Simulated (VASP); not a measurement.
The system is LiH3.

```xyz
4
Lattice="2.8232 0.0000 0.0000 -1.4116 2.4450 0.0000 0.0000 0.0000 4.9389" Properties=species:S:1:pos:R:3 pbc="T T T"
Li    0.0000    0.0000    2.4695
H     0.0000    0.0000    3.9641
H     0.0000    0.0000    0.9748
H     0.0000    0.0000    0.0000
```

The cell was generated, and may not be a known phase.

| Item | Value |
| --- | --- |
| Program | VASP 6.6.1 |
| Task | relaxation of cell and atoms |
| Functional | PBE |
| Potentials or basis | VASP PAW PBE potentials, release 64 (Li_sv, H_h) |
| Cutoff | 1230 eV |
| k mesh | 6 × 6 × 4 |
| Occupations | gaussian, width 0.1 eV |
| Spin | no spin polarisation |

At the start: pressure 8.8 GPa; volume 8.52 Å³/atom.

How do energy, volume and symmetry change on relaxing?

Over 13 steps the energy falls by 129.7 meV/atom and the volume is 18.87 Å³/atom (+121.4 %); space group P6/mmm (No. 191, to 0.1 Å) before and after.

The path:
```
step  energy change (eV)  largest force (eV/Å)  pressure (GPa)  volume (Å³)
   1              0.0000                0.6861            8.80        34.09
   2             -0.1421                0.1615            5.57        36.45
   3             -0.1962                0.1891            3.24        38.82
   4             -0.2002                0.2781            2.62        39.60
   5             -0.2519                0.1463            1.96        41.48
   6             -0.3574                0.2773            0.44        47.42
   7             -0.3901                1.0117           -1.12        60.65
   8             -0.4191                0.9247           -0.95        62.36
   9             -0.4826                0.6338           -0.43        67.59
  10             -0.5078                0.0993            0.61        78.44
  11             -0.5144                0.1600            0.28        74.95
  12             -0.5166                0.1053            0.21        75.11
  13             -0.5187                0.0185            0.06        75.47
```

Final structure:
```
Li H
1.0
     4.02749    0.00000    0.00000
    -2.01374    3.48791    0.00000
     0.00000    0.00000    5.37233
Li H
1 3
Direct
  0.00000 0.00000 0.50000
  0.00000 0.00000 0.81383
  0.00000 0.00000 0.18617
  0.00000 0.00000 0.00000
```

Caveat: the k points lie up to 0.30 Å⁻¹ apart in the final cell; the volume moved by over 15 % at a fixed basis, so the end points are rough.
